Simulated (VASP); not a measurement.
Runs of VASP 6.6.1 on NbH5. The structure is that of space group F-43m (No. 216), or close to it. The cells are those of the table. 

```tsv
task	cell	k mesh	cutoff (eV)	gap on the mesh (eV)	pressure (GPa)	relaxed volume (Å³/atom)	largest force (eV/Å)
relaxation of cell and atoms	relaxed from a = 4.182 Å, angles 60.0°, 6 atoms	6 × 6 × 6	600	none	-0.3	5.14	0.04
single point	a = 3.519 Å, angles 60.0°, 6 atoms	6 × 6 × 6	520	none	(a)	-	-
single point	a = 3.518 Å, angles 60.0°, 6 atoms	14 × 14 × 14	520	none	-0.5	-	-
single point	a = 4.182 Å, angles 60.0°, 6 atoms	6 × 6 × 6	520	none	-32.3	-	(b)
relaxation of cell and atoms	relaxed from a = 3.519 Å, angles 60.0°, 6 atoms	14 × 14 × 14	600	none	0.2	5.12	0.01
```

Alike in all rows: level PBE; potentials or basis VASP PAW PBE potentials, release 64 (Nb_sv, H); no spin polarisation; smearing gaussian 0.1 eV.

Task: Estimate the missing entries.

Result: (a) -0.7; (b) 0.31.

Caveats: some runs use coarse meshes; the volume moved by over 15 % at a fixed basis, so the end points are rough (some runs).

A k mesh can miss the band edges, and the runs leave out spin-orbit coupling on Nb.

A gap of «none» marks levels without a gap at the run's occupations.
